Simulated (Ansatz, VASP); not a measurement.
# VSF3: VASP beside Ansatz

```
CELL_PARAMETERS angstrom
3.89303 0.00000 0.00000
0.00000 3.89303 0.00000
0.00000 0.00000 3.89303
ATOMIC_POSITIONS crystal
V 0.50000 0.50000 0.50000
S 0.00000 0.00000 0.00000
F 0.00000 0.50000 0.50000
F 0.50000 0.00000 0.50000
F 0.50000 0.50000 0.00000
```

Change from the starting cell: species swapped into the KCuCl3 type (Pm-3m, No. 221).

Alike in both runs: task single point; functional PBE; k mesh 4 × 4 × 4; occupations gaussian, width 0.1 eV; collinear spin.

|  | VASP | Ansatz |
| --- | --- | --- |
| version | VASP 6.6.1 | Ansatz 0.2.0 |
| potentials or method | VASP PAW PBE potentials, release 64 (V_sv, S, F), cutoff 520 eV | scalar-relativistic, plane waves, PAW |
| valence electrons in the cell | 40 | 40 |

```csv
,VASP,Ansatz,Ansatz less VASP
gap on the k mesh at the Fermi level (eV),none,none,-
pressure (GPa),8.4,14.7,+6.25
net moment per atom (μB),0.00,0.00,0.000
size of the moment on the site where the two differ most (μB),0.00,1.60,+1.601
```

Site moments also hang on the region over which each program counts them. A gap of «none» marks a metal or a gap that the smearing closes. Ansatz's warnings: seeded moment not kept.

The k mesh is coarse, so the values compare programs but aren't converged.
